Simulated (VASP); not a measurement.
# Ti in VASP: further runs

The runs below take Ti through single point, with PBE.

Program: VASP 6.6.1. These are calculated values, not measurements. Logs are shortened: lines on timing, memory, paths and dates and some standing lists are left out, and cuts for length are marked.

## Step 1: The cell of the first run

The structure is cubic, space group Im-3m (No. 229). Conventional cell: a = 3.413 Å, b = 3.413 Å, c = 3.413 Å, α = 90.00°, β = 90.00°, γ = 90.00°. Ti (site symmetry m-3m) has 14 Ti at 2.96 to 3.41 Å within 3.9 Å.

This isn't the form of Ti at room conditions, which is hcp.

## Step 2: Single point, PBE (strain +0.040 along x and y, +0.040 along z)

The input, INCAR:

```
SYSTEM = Ti
ALGO     = Normal         ! electronic algorithm
EDIFF    = 1E-6           ! SCF threshold, eV
ENCUT    = 500            ! plane-wave cutoff, eV
GGA      = PE             ! functional
GGA_COMPAT= .False.      
ISIF     = 2              ! what is computed and relaxed
ISMEAR   = 0              ! smearing method
LASPH    = .True.         ! aspherical terms in the spheres
LCHARG   = .False.        ! write CHGCAR
LREAL    = .False.        ! projectors in reciprocal space
LWAVE    = .False.        ! write WAVECAR
NBANDS   = 12             ! bands
NELM     = 120            ! most SCF steps
PREC     = Accurate       ! precision mode
SIGMA    = 0.15           ! smearing width, eV
```

The input, KPOINTS:

```
k-points
0
Gamma
  14 14 14
  0 0 0
```

The input, POSCAR:

```
Ti
1.0
   -1.7066400000      1.7066400000      1.7066400000
    1.7066400000     -1.7066400000      1.7066400000
    1.7066400000      1.7066400000     -1.7066400000
Ti
1
Direct
    0.0000000000      0.0000000000      0.0000000000
```

Potentials or basis: VASP PAW PBE potentials, release 64 (Ti_sv).

Run with:

```
> cat potpaw_PBE.64/Ti_sv/POTCAR > POTCAR
> mpirun -np 1 vasp_std > vasp.out
```

OUTCAR:

```text
SYSTEM = Ti
   EDIFF = 1E-6
   ENCUT = 500
   GGA = PE
   ISIF = 2
   ISMEAR = 0
   LASPH = .True.
   LREAL = .False.
   NELM = 120
   PREC = Accurate

 ion  position               nearest neighbor table
   1  0.000  0.000  0.000-

  LATTYP: Found a body centered cubic cell.
 ALAT       =     3.4132800000

  Lattice vectors:

 A1 = (  -1.7066400000,   1.7066400000,   1.7066400000)
 A2 = (   1.7066400000,  -1.7066400000,   1.7066400000)
 A3 = (   1.7066400000,   1.7066400000,  -1.7066400000)

Analysis of symmetry for initial positions (statically):
=====================================================================
 Subroutine PRICEL returns:
 Original cell was already a primitive cell.

 Routine SETGRP: Setting up the symmetry group for a
 body centered cubic supercell.

 Subroutine GETGRP returns: Found 48 space group operations
 (whereof 48 operations were pure point group operations)
 out of a pool of 48 trial point group operations.

The static configuration has the point symmetry O_h .

Analysis of symmetry for dynamics (positions and initial velocities):
=====================================================================
 Subroutine PRICEL returns:
 Original cell was already a primitive cell.

 Routine SETGRP: Setting up the symmetry group for a
 body centered cubic supercell.

 Subroutine GETGRP returns: Found 48 space group operations
 (whereof 48 operations were pure point group operations)
 out of a pool of 48 trial point group operations.

The dynamic configuration has the point symmetry O_h .

 Subroutine INISYM returns: Found 48 space group operations
 (whereof 48 operations are pure point group operations),
 and found     1 'primitive' translations

----------------------------------------------------------------------------------------

                                     Primitive cell

  volume of cell :      19.8832

  direct lattice vectors                    reciprocal lattice vectors
    -1.706640000  1.706640000  1.706640000     0.000000000  0.292973328  0.292973328
     1.706640000 -1.706640000  1.706640000     0.292973328  0.000000000  0.292973328
     1.706640000  1.706640000 -1.706640000     0.292973328  0.292973328  0.000000000

  length of vectors
     2.955987190  2.955987190  2.955987190     0.414326853  0.414326853  0.414326853

  position of ions in fractional coordinates (direct lattice)
     0.000000000  0.000000000  0.000000000

  ion indices of the primitive-cell ions
   primitive index   ion index
                 1           1

----------------------------------------------------------------------------------------

 KPOINTS: k-points

Automatic generation of k-mesh.
 Grid dimensions read from file:
 generate k-points for:   14   14   14

 Generating k-lattice:

  Cartesian coordinates                     Fractional coordinates (reciprocal lattice)
     0.000000000  0.020926666  0.020926666     0.071428571  0.000000000  0.000000000
     0.020926666  0.000000000  0.020926666     0.000000000  0.071428571  0.000000000
     0.020926666  0.020926666  0.000000000     0.000000000  0.000000000  0.071428571

  Length of vectors
     0.029594775  0.029594775  0.029594775

  Shift w.r.t. Gamma in fractional coordinates (k-lattice)
     0.000000000  0.000000000  0.000000000

 Subroutine IBZKPT returns following result:
 ===========================================

 Found    104 irreducible k-points:

 Following reciprocal coordinates:
            Coordinates               Weight
  0.000000  0.000000  0.000000      1.000000
  0.071429  0.000000  0.000000     12.000000
  0.142857  0.000000  0.000000     12.000000
  0.214286  0.000000  0.000000     12.000000
  0.285714  0.000000  0.000000     12.000000
  0.357143  0.000000  0.000000     12.000000
[... 16 lines left out ...]
  0.285714  0.285714  0.000000     24.000000
  0.357143  0.285714  0.000000     24.000000
 [... further k-points ...]
   k-points           NKPTS =    104   k-points in BZ     NKDIM =    104   number of bands    NBANDS=     12
   number of dos      NEDOS =    301   number of ions     NIONS =      1
   total plane-waves  NPLWV =  13824
   dimension x,y,z NGX =    24 NGY =   24 NGZ =   24
   dimension x,y,z NGXF=    48 NGYF=   48 NGZF=   48
   ions per type =               1
   NGX,Y,Z   is equivalent  to a cutoff of  13.50, 13.50, 13.50 a.u.
   NGXF,Y,Z  is equivalent  to a cutoff of  27.00, 27.00, 27.00 a.u.
 SYSTEM =  Ti
   PREC   = accura    normal or accurate (medium, high low for compatibility)
   ISTART =      0    job   : 0-new  1-cont  2-samecut
   ICHARG =      2    charge: 1-file 2-atom 10-const
   ISPIN  =      1    spin polarized calculation?
   LNONCOLLINEAR =      F non collinear calculations
   LSORBIT =      F    spin-orbit coupling
   LASPH  =      T    aspherical Exc in radial PAW
   ENCUT  =  500.0 eV  36.75 Ry    6.06 a.u.   5.39  5.39  5.39*2*pi/ulx,y,z
   NELM   =    120;   NELMIN=  2; NELMDL= -5     # of ELM steps
   EDIFF  = 0.1E-05   stopping-criterion for ELM
   LREAL  =      F    real-space projection
   EDIFFG = 0.1E-04   stopping-criterion for IOM
   NSW    =      0    number of steps for IOM
   IBRION =     -1    ionic relax: 0-MD 1-quasi-New 2-CG
   NFREE  =      0    steps in history (QN), initial steepest desc. (CG)
   ISIF   =      2    stress and relaxation
   ISYM   =      2    0-nonsym 1-usesym 2-fastsym
   POTIM  = 0.5000    time-step for ionic-motion
   TEBEG  =    0.0;   TEEND  =   0.0 temperature during run
   PSTRESS=    0.0 pullay stress
   NELECT =      12.0000    total number of electrons
   NUPDOWN=      -1.0000    fix difference up-down
   EMIN   =  10.00;   EMAX   =-10.00  energy-range for DOS
   EFERMI =   0.00;   METHOD = LEGACY
   ISMEAR =     0;   SIGMA  =   0.15  broadening in eV -4-tet -1-fermi 0-gaus
   EFERMI_NEDOS =   21; number of points for ismear=-14 and -15
   IALGO  =     38    algorithm
   IMIX   =      4    mixing-type and parameters
     AMIX     =   0.40;   BMIX     =  1.00
     AMIX_MAG =   1.60;   BMIX_MAG =  1.00
  volume/ion in A,a.u.               =      19.88       134.18
  Fermi-wavevector in a.u.,A,eV,Ry     =   1.383481  2.614401 26.041834  1.914021
  Thomas-Fermi vector in A             =   2.508075
   LORBIT       =      0    0 simple, 1 ext, 2 COOP (PROOUT), +10 PAW based schemes
   GGA     = PE    functional components
   LHFCALC =     F    Hartree Fock is set to
   AEXX    =    0.0000 exact exchange contribution
   IVDW    =     0    specifies the selected vdW correction
   LEPSILON=     F    determine dielectric tensor
   LRPA    =     F    only Hartree local field effects (RPA)
 non-spin polarized calculation
 Gauss-broadening in eV      SIGMA  =   0.15
  energy-cutoff  :      500.00
  volume of cell :       19.88
 maximum number of plane-waves:       531
 NGX is ok and might be reduce to    24
   NGX = 11   NGY = 11   NGZ = 11

 number of electron      11.9999996 magnetization

 Free energy of the ion-electron system (eV)
  ---------------------------------------------------
  ext. energy  EPLUGINS =         0.00000000
  ---------------------------------------------------
  free energy    TOTEN  =        -7.62932760 eV

  energy without entropy =       -7.59714401  energy(sigma->0) =       -7.61323580

 E-fermi :   6.7591     XC(G=0): -10.8737

 val. band max:        6.7460924797   @ k =  -0.2143   0.3571   0.0714
 cond. band min:       6.7593631581   @ k =   0.2857   0.0714   0.0000
 fundamental gap:      0.0132706784
 Fermi energy:         6.7590565581

 k-point     1 :       0.0000    0.0000    0.0000
  band No.  band energies     occupation
      1     -50.0495      2.00000
      2     -26.0320      2.00000
      3     -26.0320      2.00000
      4     -26.0320      2.00000
      5       1.1223      2.00000
      6       7.6174      0.00000
      7       7.6174      0.00000
      8       7.6174      0.00000
      9       9.0995      0.00000
     10       9.0995      0.00000
     11      23.2168      0.00000
     12      23.2168      0.00000

 k-point     2 :       0.0714    0.0000    0.0000
  band No.  band energies     occupation
      1     -50.0458      2.00000
      2     -26.0538      2.00000
      3     -26.0390      2.00000
      4     -26.0321      2.00000
      5       1.2766      2.00000
      6       7.5528      0.00000
      7       7.5992      0.00000
      8       7.7229      0.00000
      9       9.0274      0.00000
     10       9.1037      0.00000
     11      22.8432      0.00000
     12      23.1629      0.00000

 k-point     3 :       0.1429    0.0000    0.0000
  band No.  band energies     occupation
      1     -50.0354      2.00000
      2     -26.1147      2.00000
      3     -26.0585      2.00000
      4     -26.0322      2.00000
      5       1.7249      2.00000
      6       7.3769      0.00000
      7       7.5082      0.00000
      8       8.0290      0.00000
      9       8.8897      0.00000
     10       9.1198      0.00000
     11      21.7356      0.00000
     12      22.7862      0.00000
[... 286 lines left out ...]
 k-point    23 :       0.2857    0.2857    0.0000
  band No.  band energies     occupation
      1     -49.9682      2.00000
      2     -26.3749      2.00000
      3     -26.2598      2.00000
      4     -26.0820      2.00000
      5       5.6047      2.00000
      6       6.2015      2.00000
      7       6.5866      1.89594
      8       9.0747      0.00000
      9       9.3921      0.00000
     10      12.0049      0.00000
     11      15.0647      0.00000
     12      15.1646      0.00000

 k-point    24 :       0.3571    0.2857    0.0000
  band No.  band energies     occupation
      1     -49.9659      2.00000
      2     -26.3580      2.00000
      3     -26.2919      2.00000
      4     -26.0843      2.00000
      5       5.8039      2.00000
      6       6.2956      1.99999
      7       6.3929      1.99944
      8       9.1700      0.00000
      9       9.3575      0.00000
     10      12.8505      0.00000
     11      13.9870      0.00000
     12      14.9426      0.00000

 [... further k-points ...]
[... 5 lines left out ...]
  --------------------------------------------------------------------------------------
  -------------------------------------------------------------------------------------
  Total       -1.4654569     -1.4654569     -1.4654569      0.0000000      0.0000000     -0.0000000
  in kB     -118.0858573   -118.0858573   -118.0858573      0.0000000      0.0000000     -0.0000000
  external PRESSURE =    -118.0858573 kB  Pullay stress =       0.0000000 kB

 VOLUME and BASIS-vectors are now :
 -----------------------------------------------------------------------------
  energy-cutoff  :      500.00
  volume of cell :       19.88
      direct lattice vectors                 reciprocal lattice vectors
    -1.706640000  1.706640000  1.706640000     0.000000000  0.292973328  0.292973328
     1.706640000 -1.706640000  1.706640000     0.292973328  0.000000000  0.292973328
     1.706640000  1.706640000 -1.706640000     0.292973328  0.292973328  0.000000000

 POSITION                                       TOTAL-FORCE (eV/Angst)
 -----------------------------------------------------------------------------------
      0.00000      0.00000      0.00000         0.000000      0.000000     -0.000000
 -----------------------------------------------------------------------------------
    total drift:                                0.000000      0.000000      0.000000

  FREE ENERGIE OF THE ION-ELECTRON SYSTEM (eV)
  ---------------------------------------------------
  free  energy   TOTEN  =        -7.6293275966 eV

  energy  without entropy=       -7.5971440071  energy(sigma->0) =       -7.61323580
```

It took 7.2 s on 1 thread of Intel Xeon 6975P-C (Granite Rapids), shared host; peak memory 0.15 GiB.

What came out:

| Property | Result |
| --- | --- |
| Free energy | -7.6293 eV |
| Pressure | -11.8 GPa |
| Band gap on the k mesh | zero (bands 6 and 7 overlap by 1.44 eV) |

Levels at points of the mesh, in eV from the Fermi level:
```csv
k point,band 4,band 5,band 6,band 7,band 8,band 9
"(0.00, 0.00, 0.00)",-32.79,-5.64,0.86,0.86,0.86,2.34
"(0.50, 0.00, 0.00)",-32.79,-2.15,-0.29,0.80,2.31,2.60
"(0.50, 0.50, 0.50)",-33.09,-1.70,-1.70,3.29,3.29,3.29
```

Caveat: the cell differs from its parent crystal (strain +0.040 along x and y, +0.040 along z); the cell stands under tension.

[end of part 1 of 2]
